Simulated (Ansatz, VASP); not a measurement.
**LiCl in VASP and in Ansatz**

```xyz
4
Lattice="3.8937 0.0000 0.0000 -1.9469 3.3721 0.0000 0.0000 0.0000 6.2259" Properties=species:S:1:pos:R:3 pbc="T T T"
Li    1.9469    1.1240    5.4668
Li    0.0000    2.2481    2.3539
Cl    1.9469    1.1240    3.0938
Cl    0.0000    2.2481    6.2067
```

Alike in both runs: task single point; functional r2SCAN; k mesh 12 × 12 × 4; no spin polarisation.

|  | VASP | Ansatz |
| --- | --- | --- |
| version | VASP 6.6.1 | Ansatz 0.2.0 |
| potentials or method | VASP PAW PBE potentials, release 64 (Li_sv, Cl) | plane waves, PAW |
| plane-wave cutoff (eV) | 520 | 500 |
| occupations | gaussian, width 0.01 eV | fixed |
| valence electrons in the cell | 20 | 20 |

```csv
,VASP,Ansatz,Ansatz less VASP
gap on the k mesh at the Fermi level (eV),6.74,6.69,-0.055
```

VASP's potentials were made for PBE, not for r2SCAN.

Noted on VASP's run: the cutoff is short for stress, so the pressure is rough.
